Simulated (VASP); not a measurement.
Rb3Si2, 5 atoms in the cell. It takes space group P6/mmm (No. 191, hexagonal). The conventional cell has a = 7.280 Å, b = 7.280 Å, c = 4.769 Å, α = 90.00°, β = 90.00°, γ = 120.00°. Within 4.8 Å of Rb (site symmetry mmm) lie 6 Rb at 3.64 to 4.77 Å and 4 Si at 3.84 Å. Si (site symmetry 6mm) has 2 Si at 2.33 to 2.44 Å within 3.1 Å. The cell was generated, and may not be a known phase.

| Quantity | Value |
| --- | --- |
| Program | VASP 6.6.1 |
| Task | relaxation of cell and atoms |
| Functional | PBE |
| Potentials or basis | VASP PAW PBE potentials, release 64 (Rb_sv, Si) |
| Cutoff | 600 eV |
| k mesh | 3 × 3 × 4 |
| Occupations | gaussian, width 0.1 eV |
| Spin | no spin polarisation |
| Dipole correction | no |
| Further INCAR settings | ALGO = Normal; EDIFF = 1e-06; IBRION = 2; EDIFFG = -0.04; NSW = 90; ISIF = 3 |

Potentials or basis: VASP PAW PBE potentials, release 64 (Rb_sv, Si).

Run with:

```console
$ cat potpaw_PBE.64/Rb_sv/POTCAR potpaw_PBE.64/Si/POTCAR > POTCAR
$ mpirun -np 1 vasp_std > vasp.out
```

Hardware: 1 thread of Intel(R) Xeon(R) Platinum 8488C (Sapphire Rapids), with other jobs on the host.

**Question.** Estimate the wall time of this run.

**Answer.** It took 4.5 min on 1 thread of Intel(R) Xeon(R) Platinum 8488C (Sapphire Rapids) (shared host), peak memory 0.41 GiB. Counts: scf iterations 109, k points 9, ion steps 13.
